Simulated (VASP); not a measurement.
Set up this calculation in VASP 6.6.1, as the native input.

```
Task                   : single point
Functional             : PBE
Potentials or basis    : VASP PAW PBE potentials, release 64 (Si, N)
Cutoff                 : 520 eV
k mesh                 : 10 × 10 × 8
Occupations            : gaussian, width 0.1 eV
Spin                   : no spin polarisation
Dipole correction      : no
Further INCAR settings : ALGO = Normal; EDIFF = 1e-07; NBANDS = 19
```

The structure of Si3N2 lies in POSCAR:

```
Si3N2
1.0
    3.5954169199      0.0000000000      0.0000000000
    0.0000000000      3.5954169199      0.0000000000
    0.0000000000      0.0000000000      4.6839804083
Si N
3 2
Direct
    0.5000000000      0.0000000000      0.1547769738
    0.0000000000      0.5000000000      0.1547769738
    0.5000000000      0.5000000000      0.6810874115
    0.5000000000      0.0000000000      0.7683330754
    0.0000000000      0.5000000000      0.7683330754
```

The input as run:

INCAR

```
SYSTEM = Si3N2
ALGO = Normal
EDIFF = 1E-7
ENCUT = 520
GGA = PE
ISIF = 2
ISMEAR = 0
LASPH = .True.
LCHARG = .False.
LREAL = .False.
LWAVE = .False.
NBANDS = 19
NELM = 80
PREC = Accurate
SIGMA = 0.1
```

KPOINTS

```
k-points
0
Gamma
  10 10 8
  0 0 0
```

Potentials or basis: VASP PAW PBE potentials, release 64 (Si, N).

The run is started by

```sh
$ cat potpaw_PBE.64/Si/POTCAR potpaw_PBE.64/N/POTCAR > POTCAR
$ mpirun -np 1 vasp_std > vasp.out
```

Results of the run:

The pressure is -0.1 GPa and the largest force is 0.009 eV/Å. The band gap on the k mesh is zero (band 11 reaches 9.28 eV, above the bottom of band 12 at 6.04 eV).

It took 94 s on 1 thread of Intel Xeon 6975P-C, with other jobs on the host, peak memory 0.23 GiB.
